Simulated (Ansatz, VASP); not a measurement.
## Ta5Si: VASP beside Ansatz

```xyz
6
Lattice="4.6392 0.0000 0.0000 -2.3196 4.0176 0.0000 0.0000 0.0000 5.6001" Properties=species:S:1:pos:R:3 pbc="T T T"
Ta    0.0000    0.0000    2.8001
Ta    2.3196    1.3392    3.7818
Ta    2.3196    1.3392    0.9742
Ta    0.0000    2.6784    1.8184
Ta    0.0000    2.6784    4.6260
Si    0.0000    0.0000    0.0000
```

Alike in both runs: functional PBE; k mesh 12 × 12 × 6; occupations gaussian, width 0.1 eV; no spin polarisation.

Ansatz relaxed the structure, and its values are those at the end. VASP's run is a single point on that final structure, the one shown.

|  | VASP | Ansatz |
| --- | --- | --- |
| version | VASP 6.6.1 | Ansatz 0.2.0 |
| potentials or method | VASP PAW PBE potentials, release 64 (Ta_pv, Si), cutoff 520 eV | scalar-relativistic, plane waves, PAW |
| valence electrons in the cell | 59 | 69 |

Ansatz gave:

```
gap on the k mesh at the Fermi level (eV) : none
pressure (GPa)                            : 0.0
```

Task: What did VASP give for the same quantities?

Result: gap on the k mesh at the Fermi level (eV): none; pressure (GPa): 0.1.

A gap of «none» marks a metal or a gap that the smearing closes. With one functional, cell and mesh, what is left measures potentials, basis and numerics. VASP's potentials hold 59 valence electrons a cell and Ansatz's 69, so a difference there can come from the potentials and not from the codes.

Spin-orbit coupling is off throughout.
